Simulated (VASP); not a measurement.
A run of VASP 6.6.1 is set up as follows.

The input INCAR:

```
PREC = Accurate
ENCUT = 520
EDIFF = 1E-7
ISMEAR = 0
SIGMA = 0.1
LREAL = False
LASPH = True
NELM = 80
ALGO = Normal
ISIF = 2
LWAVE = False
LCHARG = True
GGA = PE
LELF = True
LVHAR = True
NBANDS = 12
```

KPOINTS

```
regular mesh
0
Gamma
  20 20 20
```

File POSCAR:

```
B
1.0
   -1.5485567862      1.5485567862      4.0914075733
    1.5485567862     -1.5485567862      4.0914075733
    1.5485567862      1.5485567862     -4.0914075733
B
3
Direct
    0.0000000000      0.0000000000      0.0000000000
    0.5000000000      0.0000000000      0.5000000000
    0.0000000000      0.5000000000      0.5000000000
```

Potentials or basis: VASP PAW PBE potentials, release 64 (B).

Launch:

```bash
$ cat potpaw_PBE.64/B/POTCAR > POTCAR
$ mpirun -np 1 vasp_std > vasp.out
```

(1) Predict the pressure.

(2) Predict the band gap on the k mesh.

Answers

(1) 0.0 GPa.

(2) zero (an odd number of electrons rules out a gap without spin polarisation).
